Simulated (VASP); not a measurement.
# KCl in VASP: a series of runs, part 2 of 2

VASP 6.6.1.

### Step 3. Single point, r2SCAN (uniaxial x strain +1.6%)

Contents of POSCAR:

```
KCl
1.0
    0.0000000000      3.1448471213      3.1448471213
    3.1964226141      0.0000000000      3.1448471213
    3.1964226141      3.1448471213      0.0000000000
K Cl
1 1
Direct
    0.0000000000      0.0000000000      0.0000000000
    0.5000000000      0.5000000000      0.5000000000
```

Contents of INCAR.step1:

```
  PREC = Accurate
  ENCUT = 520
  ISMEAR = 0
  SIGMA = 0.01
  LREAL = F
  LASPH = T
  NELM = 100
  NBANDS = 15
  GGA = PE
  ALGO = Normal
  EDIFF = 1E-4
  LWAVE = T
  LCHARG = F
```

Contents of INCAR.step2:

```
  PREC = Accurate
  ENCUT = 520
  EDIFF = 1E-7
  ISMEAR = 0
  SIGMA = 0.01
  LREAL = F
  LASPH = T
  NELM = 100
  ALGO = Normal
  ISIF = 2
  LWAVE = F
  LCHARG = F
  METAGGA = R2SCAN
  LMIXTAU = T
  NBANDS = 15
  ISTART = 1
```

Contents of KPOINTS:

```
Automatic mesh
0
Gamma
  8 8 8
```

Potentials or basis: VASP PAW PBE potentials, release 64 (K_sv, Cl).

Run with:

```
$ cat potpaw_PBE.64/K_sv/POTCAR potpaw_PBE.64/Cl/POTCAR > POTCAR
$ cp INCAR.step1 INCAR
$ mpirun -np 1 vasp_std > vasp.out
$ cp INCAR.step2 INCAR
$ mpirun -np 1 vasp_std > vasp.out
```

OUTCAR:

```text
PREC = Accurate
   ENCUT = 520
   EDIFF = 1E-7
   ISMEAR = 0
   LREAL = F
   LASPH = T
   NELM = 100
   ISIF = 2
   METAGGA = R2SCAN
   ISTART = 1

 ion  position               nearest neighbor table
   1  0.000  0.000  0.000-   2 3.14   2 3.14   2 3.14   2 3.14   2 3.20   2 3.20
   2  0.500  0.500  0.500-   1 3.14   1 3.14   1 3.14   1 3.14   1 3.20   1 3.20

  LATTYP: Found a body centered tetragonal cell.
 ALAT       =     4.4474854505
 C/A-ratio  =     1.4374066648

  Lattice vectors:

 A1 = (   3.1964226141,   0.0000000000,   3.1448471213)
 A2 = (   3.1964226141,   0.0000000000,  -3.1448471213)
 A3 = (  -3.1964226141,   3.1448471213,   0.0000000000)

Analysis of symmetry for initial positions (statically):
=====================================================================
 Subroutine PRICEL returns:
 Original cell was already a primitive cell.

 Routine SETGRP: Setting up the symmetry group for a
 body centered tetragonal supercell.

 Subroutine GETGRP returns: Found 16 space group operations
 (whereof 16 operations were pure point group operations)
 out of a pool of 16 trial point group operations.

The static configuration has the point symmetry D_4h.

Analysis of symmetry for dynamics (positions and initial velocities):
=====================================================================
 Subroutine PRICEL returns:
 Original cell was already a primitive cell.

 Routine SETGRP: Setting up the symmetry group for a
 body centered tetragonal supercell.

 Subroutine GETGRP returns: Found 16 space group operations
 (whereof 16 operations were pure point group operations)
 out of a pool of 16 trial point group operations.

The dynamic configuration has the point symmetry D_4h.

 Subroutine INISYM returns: Found 16 space group operations
 (whereof 16 operations are pure point group operations),
 and found     1 'primitive' translations

----------------------------------------------------------------------------------------

                                     Primitive cell

  volume of cell :      63.2256

  direct lattice vectors                    reciprocal lattice vectors
     0.000000000  3.144847121  3.144847121    -0.156424873  0.158990240  0.158990240
     3.196422614  0.000000000  3.144847121     0.156424873 -0.158990240  0.158990240
     3.196422614  3.144847121  0.000000000     0.156424873  0.158990240 -0.158990240

  length of vectors
     4.447485451  4.484103137  4.484103137     0.273906068  0.273906068  0.273906068

  position of ions in fractional coordinates (direct lattice)
     0.000000000  0.000000000  0.000000000
     0.500000000  0.500000000  0.500000000

  ion indices of the primitive-cell ions
   primitive index   ion index
                 1           1
                 2           2

----------------------------------------------------------------------------------------

 KPOINTS: Automatic mesh

Automatic generation of k-mesh.
 Grid dimensions read from file:
 generate k-points for:    8    8    8

 Generating k-lattice:

[... 40 lines left out ...]
  0.250000  0.125000  0.125000      4.000000
  0.375000  0.125000  0.125000      8.000000
 [... further k-points ...]
   k-points           NKPTS =     59   k-points in BZ     NKDIM =     59   number of bands    NBANDS=     15
   number of dos      NEDOS =    301   number of ions     NIONS =      2
   total plane-waves  NPLWV =  46656
   dimension x,y,z NGX =    36 NGY =   36 NGZ =   36
   dimension x,y,z NGXF=    72 NGYF=   72 NGZF=   72
   ions per type =               1   1
   NGX,Y,Z   is equivalent  to a cutoff of  13.46, 13.35, 13.35 a.u.
   NGXF,Y,Z  is equivalent  to a cutoff of  26.91, 26.69, 26.69 a.u.
 SYSTEM =  unknown system
   PREC   = accura    normal or accurate (medium, high low for compatibility)
   ISTART =      1    job   : 0-new  1-cont  2-samecut
   ICHARG =      0    charge: 1-file 2-atom 10-const
   ISPIN  =      1    spin polarized calculation?
   LNONCOLLINEAR =      F non collinear calculations
   LSORBIT =      F    spin-orbit coupling
   LASPH  =      T    aspherical Exc in radial PAW
   ENCUT  =  520.0 eV  38.22 Ry    6.18 a.u.   8.27  8.34  8.34*2*pi/ulx,y,z
   NELM   =    100;   NELMIN=  2; NELMDL=  0     # of ELM steps
   EDIFF  = 0.1E-06   stopping-criterion for ELM
   LREAL  =      F    real-space projection
   EDIFFG = 0.1E-05   stopping-criterion for IOM
   NSW    =      0    number of steps for IOM
   IBRION =     -1    ionic relax: 0-MD 1-quasi-New 2-CG
   NFREE  =      0    steps in history (QN), initial steepest desc. (CG)
   ISIF   =      2    stress and relaxation
   ISYM   =      2    0-nonsym 1-usesym 2-fastsym
   POTIM  = 0.5000    time-step for ionic-motion
   TEBEG  =    0.0;   TEEND  =   0.0 temperature during run
   PSTRESS=    0.0 pullay stress
   NELECT =      16.0000    total number of electrons
   NUPDOWN=      -1.0000    fix difference up-down
   EMIN   =  10.00;   EMAX   =-10.00  energy-range for DOS
   EFERMI =   0.00;   METHOD = LEGACY
   ISMEAR =     0;   SIGMA  =   0.01  broadening in eV -4-tet -1-fermi 0-gaus
   EFERMI_NEDOS =   21; number of points for ismear=-14 and -15
   IALGO  =     38    algorithm
   IMIX   =      4    mixing-type and parameters
     AMIX     =   0.40;   BMIX     =  1.00
     AMIX_MAG =   1.60;   BMIX_MAG =  1.00
  volume/ion in A,a.u.               =      31.61       213.33
  Fermi-wavevector in a.u.,A,eV,Ry     =   1.035501  1.956813 14.589007  1.072262
  Thomas-Fermi vector in A             =   2.169847
   LORBIT       =      0    0 simple, 1 ext, 2 COOP (PROOUT), +10 PAW based schemes
   METAGGA = R2SCAN    functional components
   LHFCALC =     F    Hartree Fock is set to
   AEXX    =    0.0000 exact exchange contribution
   IVDW    =     0    specifies the selected vdW correction
   LEPSILON=     F    determine dielectric tensor
   LRPA    =     F    only Hartree local field effects (RPA)
 non-spin polarized calculation
 Gauss-broadening in eV      SIGMA  =   0.01
  energy-cutoff  :      520.00
  volume of cell :       63.23
 maximum number of plane-waves:      1721
 NGX is ok and might be reduce to    36
   NGX = 17   NGY = 17   NGZ = 17

 number of electron      15.9999999 magnetization

 Free energy of the ion-electron system (eV)
  ---------------------------------------------------
  ext. energy  EPLUGINS =         0.00000000
  ---------------------------------------------------
  free energy    TOTEN  =       -16.50464372 eV

  energy without entropy =      -16.50464372  energy(sigma->0) =      -16.50464372

 E-fermi :  -2.2756     XC(G=0):  -7.8871

 val. band max:       -2.3178729678   @ k =   0.0000   0.0000   0.0000
 cond. band min:       3.4552215125   @ k =   0.0000   0.0000   0.0000
 fundamental gap:      5.7730944802
 Fermi energy:        -2.2756466212

 k-point     1 :       0.0000    0.0000    0.0000
  band No.  band energies     occupation
      1     -30.6261      2.00000
      2     -14.9754      2.00000
      3     -13.3191      2.00000
      4     -13.3161      2.00000
      5     -13.3161      2.00000
      6      -2.3287      2.00000
      7      -2.3179      2.00000
      8      -2.3179      2.00000
      9       3.4552      0.00000
     10       6.6379      0.00000
     11       6.7410      0.00000
     12       6.7410      0.00000
     13       7.7014      0.00000
     14       7.7813      0.00000
[... 401 lines left out ...]
      2     -15.0769      2.00000
      3     -13.3459      2.00000
      4     -13.3158      2.00000
      5     -13.1679      2.00000
      6      -3.0379      2.00000
      7      -2.5588      2.00000
      8      -2.5340      2.00000
      9       5.1916      0.00000
     10       6.2848      0.00000
     11       7.6944      0.00000
     12       8.2394      0.00000
     13       8.5401      0.00000
     14       9.2879      0.00000
     15      11.3047      0.00000

 [... further k-points ...]

------------------------ aborting loop because EDIFF is reached ----------------------------------------

  FORCE on cell =-STRESS in cart. coord.  units (eV):
  Direction    XX          YY          ZZ          XY          YZ          ZX
  --------------------------------------------------------------------------------------
  -------------------------------------------------------------------------------------
  Total       -0.2681282     -0.0347212     -0.0347212      0.0000000      0.0000000      0.0000000
  in kB       -6.7945350     -0.8798570     -0.8798570      0.0000000      0.0000000      0.0000000
  external PRESSURE =      -2.8514163 kB  Pullay stress =       0.0000000 kB

 VOLUME and BASIS-vectors are now :
 -----------------------------------------------------------------------------
  energy-cutoff  :      520.00
  volume of cell :       63.23
      direct lattice vectors                 reciprocal lattice vectors
     0.000000000  3.144847121  3.144847121    -0.156424873  0.158990240  0.158990240
     3.196422614  0.000000000  3.144847121     0.156424873 -0.158990240  0.158990240
     3.196422614  3.144847121  0.000000000     0.156424873  0.158990240 -0.158990240

 POSITION                                       TOTAL-FORCE (eV/Angst)
 -----------------------------------------------------------------------------------
      0.00000      0.00000      0.00000         0.000000     -0.000000      0.000000
      3.19642      3.14485      3.14485         0.000000      0.000000     -0.000000
 -----------------------------------------------------------------------------------
    total drift:                                0.000000      0.000000      0.000000

  FREE ENERGIE OF THE ION-ELECTRON SYSTEM (eV)
  ---------------------------------------------------
  free  energy   TOTEN  =       -16.5046437197 eV

  energy  without entropy=      -16.5046437197  energy(sigma->0) =      -16.50464372
```

OUTCAR.step1:

```text
PREC = Accurate
   ENCUT = 520
   ISMEAR = 0
   LREAL = F
   LASPH = T
[... 654 lines left out ...]
 -----------------------------------------------------------------------------------
      0.00000      0.00000      0.00000         0.000000      0.000000     -0.000000
      3.19642      3.14485      3.14485         0.000000     -0.000000      0.000000
 -----------------------------------------------------------------------------------
    total drift:                                0.000000      0.000000      0.000000

  FREE ENERGIE OF THE ION-ELECTRON SYSTEM (eV)
  ---------------------------------------------------
  free  energy   TOTEN  =        -6.8065878664 eV

  energy  without entropy=       -6.8065878664  energy(sigma->0) =       -6.80658787
```

It took 3.4 min on 1 thread of Intel Xeon Platinum 8488C (Sapphire Rapids), shared host; peak memory 0.24 GiB.

Results:

```yaml
Free_energy: -16.5046 eV
Pressure: -0.3 GPa
Band_gap_on_the_k_mesh: 5.77 eV
```

Caveat: the cell differs from its parent crystal (uniaxial x strain +1.6%); the PAW data sets were made with another functional, which shifts forces and pressure a little. A k mesh can miss the band edges.
